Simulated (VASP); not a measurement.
Runs of VASP 6.6.1 on Na2Cl3. The structure is that of space group P4/mmm (No. 123), or close to it. The cells are those of the table. 

```csv
task,cell,k mesh,cutoff (eV),gap on the mesh (eV),pressure (GPa),relaxed volume (Å³/atom),largest force (eV/Å)
relaxation of cell and atoms,"relaxed from a = 4.589, b = 4.589, c = 8.526 Å, 5 atoms",8 × 8 × 6,600,none,0.0,(a),0.01
single point,"a = 4.589, b = 4.589, c = 8.526 Å, 5 atoms",4 × 4 × 4,520,none,0.1,-,0.01
relaxation of cell and atoms,"relaxed from a = 4.265, b = 4.265, c = 6.968 Å, 5 atoms",4 × 4 × 4,600,none,-0.1,36.14,0.01
single point,"a = 4.610, b = 4.610, c = 8.541 Å, 5 atoms",8 × 8 × 6,520,none,0.0,-,-
```

Alike in all rows: level PBE; potentials or basis VASP PAW PBE potentials, release 64 (Na_pv, Cl); no spin polarisation; smearing gaussian 0.1 eV.

Q: Fill in the values left out.

A: (a) 36.29.

Caveats: some runs use coarse meshes; an odd number of electrons without spin polarisation forces a metal; a magnetic or distorted state may lie lower; the volume moved by over 15 % at a fixed basis, so the end points are rough (some runs).

A gap of «none» marks levels without a gap at the run's occupations.
